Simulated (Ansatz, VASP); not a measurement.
SiC in VASP and in Ansatz

```xyz
4
Lattice="3.0754 0.0000 0.0000 -1.5377 2.6634 0.0000 0.0000 0.0000 5.0480" Properties=species:S:1:pos:R:3 pbc="T T T"
Si    0.0000    1.7756    0.0232
Si    1.5377    0.8878    2.5472
C     0.0000    1.7756    1.9203
C     1.5377    0.8878    4.4443
```

Alike in both runs: functional r2SCAN; k mesh 9 × 9 × 6; occupations gaussian, width 0.02 eV; no spin polarisation.

Ansatz relaxed the structure, and its values are those at the end. VASP's run is a single point on that final structure, the one shown.

|  | VASP | Ansatz |
| --- | --- | --- |
| version | VASP 6.6.1 | Ansatz 0.2.0 |
| potentials or method | VASP PAW PBE potentials, release 64 (Si, C), cutoff 520 eV | scalar-relativistic, plane waves, PAW |
| valence electrons in the cell | 16 | 16 |

Ansatz gave:

| Quantity | Value |
| --- | --- |
| gap on the k mesh at the Fermi level (eV) | 2.65 |
| least direct gap on the mesh (eV) | 4.51 |
| pressure (GPa) | 0.0 |

Question: Which values does VASP return?

Answer: gap on the k mesh at the Fermi level (eV): 2.66; least direct gap on the mesh (eV): 4.52; pressure (GPa): -0.2.

VASP's potentials were made for PBE, not for r2SCAN.
